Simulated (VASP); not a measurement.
# Ti (P6/mmm) in VASP: further runs

The runs below take Ti through single point, relaxation of the atoms, with PBE.

All numbers are computed with VASP 6.6.1; they aren't measurements. Logs are shortened: lines on timing, memory, paths and dates and some standing lists are left out, and cuts for length are marked.

**1. The cell of the first run**

The structure is hexagonal, space group P6/mmm (No. 191). The conventional cell has a = 4.600 Å, b = 4.600 Å, c = 2.820 Å, α = 90.00°, β = 90.00°, γ = 120.00°. Within 3.7 Å of Ti (site symmetry 6/mmm) lie 14 Ti at 2.82 to 3.01 Å. Ti (site symmetry -6m2) has 11 Ti at 2.66 to 3.01 Å within 3.5 Å.

**2. Single point, PBE**

The input, INCAR:

```
SYSTEM = Ti
  ALGO = Normal
  EDIFF = 1E-6
  ENCUT = 520
  GGA = PE
  ISIF = 2
  ISMEAR = -1
  LASPH = .TRUE.
  LCHARG = .FALSE.
  LREAL = .FALSE.
  LWAVE = .FALSE.
  NBANDS = 25
  NELM = 60
  PREC = Accurate
  SIGMA = 0.05
```

The input, KPOINTS:

```
k-points
0
G
  7 7 10
  0 0 0
```

The input, POSCAR:

```
Ti
1.0
    4.6000000000      0.0000000000      0.0000000000
   -2.3000000000      3.9837168574      0.0000000000
    0.0000000000      0.0000000000      2.8200000000
Ti
3
Direct
    0.0000000000      0.0000000000      0.0000000000
    0.3333333333      0.6666666667      0.5000000000
    0.6666666667      0.3333333333      0.5000000000
```

Potentials or basis: VASP PAW PBE potentials, release 64 (Ti_sv).

Run with:

```
cat potpaw_PBE.64/Ti_sv/POTCAR > POTCAR
mpirun -np 1 vasp_std > vasp.out
```

OUTCAR:

```text
SYSTEM = Ti
   EDIFF = 1E-6
   ENCUT = 520
   GGA = PE
   ISIF = 2
   ISMEAR = -1
   LASPH = .TRUE.
   LREAL = .FALSE.
   NELM = 60
   PREC = Accurate

 ion  position               nearest neighbor table
   1  0.000  0.000  0.000-
   2  0.333  0.667  0.500-   3 2.66   3 2.66   3 2.66
   3  0.667  0.333  0.500-   2 2.66   2 2.66   2 2.66

  LATTYP: Found a hexagonal cell.
 ALAT       =     4.6000000000
 C/A-ratio  =     0.6130434783

  Lattice vectors:

 A1 = (   4.6000000000,   0.0000000000,   0.0000000000)
 A2 = (  -2.3000000000,   3.9837168574,   0.0000000000)
 A3 = (   0.0000000000,   0.0000000000,   2.8200000000)

Analysis of symmetry for initial positions (statically):
=====================================================================
 Subroutine PRICEL returns:
 Original cell was already a primitive cell.

 Routine SETGRP: Setting up the symmetry group for a
 hexagonal supercell.

 Subroutine GETGRP returns: Found 24 space group operations
 (whereof 24 operations were pure point group operations)
 out of a pool of 24 trial point group operations.

The static configuration has the point symmetry D_6h.

Analysis of symmetry for dynamics (positions and initial velocities):
=====================================================================
 Subroutine PRICEL returns:
 Original cell was already a primitive cell.

 Routine SETGRP: Setting up the symmetry group for a
 hexagonal supercell.

 Subroutine GETGRP returns: Found 24 space group operations
 (whereof 24 operations were pure point group operations)
 out of a pool of 24 trial point group operations.

The dynamic configuration has the point symmetry D_6h.

 Subroutine INISYM returns: Found 24 space group operations
 (whereof 24 operations are pure point group operations),
 and found     1 'primitive' translations

----------------------------------------------------------------------------------------

                                     Primitive cell

  volume of cell :      51.6768

  direct lattice vectors                    reciprocal lattice vectors
     4.600000000  0.000000000  0.000000000     0.217391304  0.125510928  0.000000000
    -2.300000000  3.983716857  0.000000000     0.000000000  0.251021856  0.000000000
     0.000000000  0.000000000  2.820000000     0.000000000  0.000000000  0.354609929

  length of vectors
[... 68 lines left out ...]
   total plane-waves  NPLWV =  31104
   dimension x,y,z NGX =    36 NGY =   36 NGZ =   24
   dimension x,y,z NGXF=    72 NGYF=   72 NGZF=   48
   ions per type =               3
   NGX,Y,Z   is equivalent  to a cutoff of  13.01, 13.01, 14.15 a.u.
   NGXF,Y,Z  is equivalent  to a cutoff of  26.02, 26.02, 28.30 a.u.
 SYSTEM =  Ti
   PREC   = accura    normal or accurate (medium, high low for compatibility)
   ISTART =      0    job   : 0-new  1-cont  2-samecut
   ICHARG =      2    charge: 1-file 2-atom 10-const
   ISPIN  =      1    spin polarized calculation?
   LNONCOLLINEAR =      F non collinear calculations
   LSORBIT =      F    spin-orbit coupling
   LASPH  =      T    aspherical Exc in radial PAW
   ENCUT  =  520.0 eV  38.22 Ry    6.18 a.u.   8.55  8.55  5.24*2*pi/ulx,y,z
   NELM   =     60;   NELMIN=  2; NELMDL= -5     # of ELM steps
   EDIFF  = 0.1E-05   stopping-criterion for ELM
   LREAL  =      F    real-space projection
   EDIFFG = 0.1E-04   stopping-criterion for IOM
   NSW    =      0    number of steps for IOM
   IBRION =     -1    ionic relax: 0-MD 1-quasi-New 2-CG
   NFREE  =      0    steps in history (QN), initial steepest desc. (CG)
   ISIF   =      2    stress and relaxation
   ISYM   =      2    0-nonsym 1-usesym 2-fastsym
   POTIM  = 0.5000    time-step for ionic-motion
   TEBEG  =    0.0;   TEEND  =   0.0 temperature during run
   PSTRESS=    0.0 pullay stress
   NELECT =      36.0000    total number of electrons
   NUPDOWN=      -1.0000    fix difference up-down
   EMIN   =  10.00;   EMAX   =-10.00  energy-range for DOS
   EFERMI =   0.00;   METHOD = LEGACY
   ISMEAR =    -1;   SIGMA  =   0.05  broadening in eV -4-tet -1-fermi 0-gaus
   EFERMI_NEDOS =   21; number of points for ismear=-14 and -15
   IALGO  =     38    algorithm
   IMIX   =      4    mixing-type and parameters
     AMIX     =   0.40;   BMIX     =  1.00
     AMIX_MAG =   1.60;   BMIX_MAG =  1.00
  volume/ion in A,a.u.               =      17.23       116.24
  Fermi-wavevector in a.u.,A,eV,Ry     =   1.451255  2.742475 28.655807  2.106142
  Thomas-Fermi vector in A             =   2.568774
   LORBIT       =      0    0 simple, 1 ext, 2 COOP (PROOUT), +10 PAW based schemes
   GGA     = PE    functional components
[... 5 lines left out ...]
 non-spin polarized calculation
  energy-cutoff  :      520.00
  volume of cell :       51.68
 maximum number of plane-waves:      1420
 NGX is ok and might be reduce to    36
   NGX = 17   NGY = 17   NGZ = 11

 number of electron      35.9999981 magnetization

 Free energy of the ion-electron system (eV)
  ---------------------------------------------------
  ext. energy  EPLUGINS =         0.00000000
  ---------------------------------------------------
  free energy    TOTEN  =       -23.53338864 eV

  energy without entropy =      -23.51075438  energy(sigma->0) =      -23.52207151

 E-fermi :   8.3009     XC(G=0): -11.5365

 val. band max:        8.2897812388   @ k =   0.2857   0.0000   0.1000
 cond. band min:       8.3094044204   @ k =   0.2857   0.1429   0.0000
 fundamental gap:      0.0196231816
 Fermi energy:         8.3008814704

 k-point     1 :       0.0000    0.0000    0.0000
  band No.  band energies     occupation
      1     -48.5848      2.00000
      2     -48.3281      2.00000
      3     -48.1732      2.00000
      4     -24.8964      2.00000
      5     -24.8964      2.00000
      6     -24.7816      2.00000
[... 661 lines left out ...]
     24      10.7912      0.00000
     25      10.8639      0.00000

 [... further k-points ...]
[... 5 lines left out ...]
  --------------------------------------------------------------------------------------
  -------------------------------------------------------------------------------------
  Total       -0.4090241     -0.4090241      0.1185104      0.0000000      0.0000000     -0.0000000
  in kB      -12.6813095    -12.6813095      3.6742737      0.0000000      0.0000000     -0.0000000
  external PRESSURE =      -7.2294485 kB  Pullay stress =       0.0000000 kB

 VOLUME and BASIS-vectors are now :
 -----------------------------------------------------------------------------
  energy-cutoff  :      520.00
  volume of cell :       51.68
      direct lattice vectors                 reciprocal lattice vectors
     4.600000000  0.000000000  0.000000000     0.217391304  0.125510928  0.000000000
    -2.300000000  3.983716857  0.000000000     0.000000000  0.251021856  0.000000000
     0.000000000  0.000000000  2.820000000     0.000000000  0.000000000  0.354609929

 POSITION                                       TOTAL-FORCE (eV/Angst)
 -----------------------------------------------------------------------------------
      0.00000      0.00000      0.00000        -0.000000      0.000000      0.000000
     -0.00000      2.65581      1.41000        -0.000000     -0.000000     -0.000000
      2.30000      1.32791      1.41000         0.000000      0.000000      0.000000
 -----------------------------------------------------------------------------------
    total drift:                                0.000000      0.000000     -0.000000

  FREE ENERGIE OF THE ION-ELECTRON SYSTEM (eV)
  ---------------------------------------------------
  free  energy   TOTEN  =       -23.5333886443 eV

  energy  without entropy=      -23.5107543754  energy(sigma->0) =      -23.52207151
```

OSZICAR:

```text
N       E                     dE             d eps       ncg     rms          rms(c)
DAV:   1     0.428312655757E+03    0.42831E+03   -0.18756E+04  2400   0.179E+03
DAV:   2     0.219098432286E+02   -0.40640E+03   -0.39957E+03  2451   0.514E+02
DAV:   3    -0.232647457235E+02   -0.45175E+02   -0.44057E+02  4392   0.147E+02
DAV:   4    -0.265749814640E+02   -0.33102E+01   -0.32842E+01  3428   0.365E+01
DAV:   5    -0.267364905940E+02   -0.16151E+00   -0.16146E+00  3746   0.679E+00    0.148E+01
DAV:   6    -0.235192750249E+02    0.32172E+01   -0.11774E+01  2993   0.323E+01    0.367E+00
DAV:   7    -0.235041025516E+02    0.15172E-01   -0.12307E+00  3779   0.762E+00    0.243E+00
DAV:   8    -0.236059872049E+02   -0.10188E+00   -0.69716E-01  3484   0.834E+00    0.247E+00
DAV:   9    -0.235435056334E+02    0.62482E-01   -0.33908E-01  3388   0.592E+00    0.760E-01
DAV:  10    -0.235328875538E+02    0.10618E-01   -0.69292E-02  3288   0.241E+00    0.108E-01
DAV:  11    -0.235333345728E+02   -0.44702E-03   -0.53242E-03  3274   0.561E-01    0.132E-01
DAV:  12    -0.235334271614E+02   -0.92589E-04   -0.28314E-04  3437   0.135E-01    0.787E-02
DAV:  13    -0.235333909333E+02    0.36228E-04   -0.38908E-04  3288   0.172E-01    0.217E-02
DAV:  14    -0.235333880026E+02    0.29307E-05   -0.21703E-05  3176   0.509E-02    0.690E-03
DAV:  15    -0.235333886443E+02   -0.64173E-06   -0.16374E-06  2128   0.127E-02
   1 F= -.23533389E+02 E0= -.23522072E+02  d E =-.226343E-01
```

Run time: 48 s. Hardware: 1 thread of Intel Xeon Platinum 8488C (Sapphire Rapids), shared host; peak memory 0.2 GiB.

What came out:

| Quantity | Value |
| --- | --- |
| Free energy | -23.5334 eV |
| Pressure | -0.7 GPa |
| Band gap on the k mesh | zero (band 18 reaches 8.46 eV, above the bottom of band 19 at 8.23 eV) |

**3. Relaxation of the atoms, PBE**

The input, INCAR:

```
SYSTEM = Ti
  PREC = Accurate
  ENCUT = 520
  EDIFF = 1E-6
  ISMEAR = -1
  SIGMA = 0.05
  LREAL = .FALSE.
  LASPH = .TRUE.
  NELM = 80
  ALGO = Normal
  ISIF = 2
  LWAVE = .FALSE.
  LCHARG = .FALSE.
  GGA = PE
  IBRION = 2
  NSW = 80
  EDIFFG = -0.02
```

The input, KPOINTS:

```
Automatic mesh
0
G
  7 7 10
  0 0 0
```

POSCAR is that of step 2.

Potentials or basis: VASP PAW PBE potentials, release 64 (Ti_sv).

Run with:

```
cat potpaw_PBE.64/Ti_sv/POTCAR > POTCAR
mpirun -np 1 vasp_std > vasp.out
```

It took 39 s on 1 thread of Intel Xeon Platinum 8488C (Sapphire Rapids), shared host; peak memory 0.19 GiB.

Results (log left out):

- Free energy: -23.5334 eV
- Pressure after relaxing: -0.7 GPa
- Band gap on the k mesh: zero (band 18 reaches 8.46 eV, above the bottom of band 19 at 8.23 eV)

Stress tensor (GPa, compression positive):
```
-1.26  0.00  0.00
 0.00 -1.26  0.00
 0.00  0.00  0.38
```

Final structure:
```cif
data_structure
_symmetry_space_group_name_H-M 'P 1'
_symmetry_Int_Tables_number 1
_cell_length_a 4.6000
_cell_length_b 4.6000
_cell_length_c 2.8200
_cell_angle_alpha 90.000
_cell_angle_beta 90.000
_cell_angle_gamma 120.000
_cell_volume 51.68
loop_
_atom_site_label
_atom_site_type_symbol
_atom_site_fract_x
_atom_site_fract_y
_atom_site_fract_z
_atom_site_occupancy
Ti1 Ti 0.00000 0.00000 0.00000 1
Ti2 Ti 0.33333 0.66667 0.50000 1
Ti3 Ti 0.66667 0.33333 0.50000 1
```

Levels at points of the mesh, in eV from the Fermi level:
```tsv
k point	band 14	band 15	band 16	band 17	band 18	band 19	band 20	band 21	band 22
(0.00, 0.00, 0.00)	-1.91	-0.71	-0.71	-0.62	-0.62	-0.07	0.64	1.28	1.28
(0.00, 0.00, 0.50)	-2.04	-2.04	-1.68	-1.59	-1.59	1.03	1.03	1.26	1.26
```

Caveat: the relaxation stopped at its first step, so nothing moved.
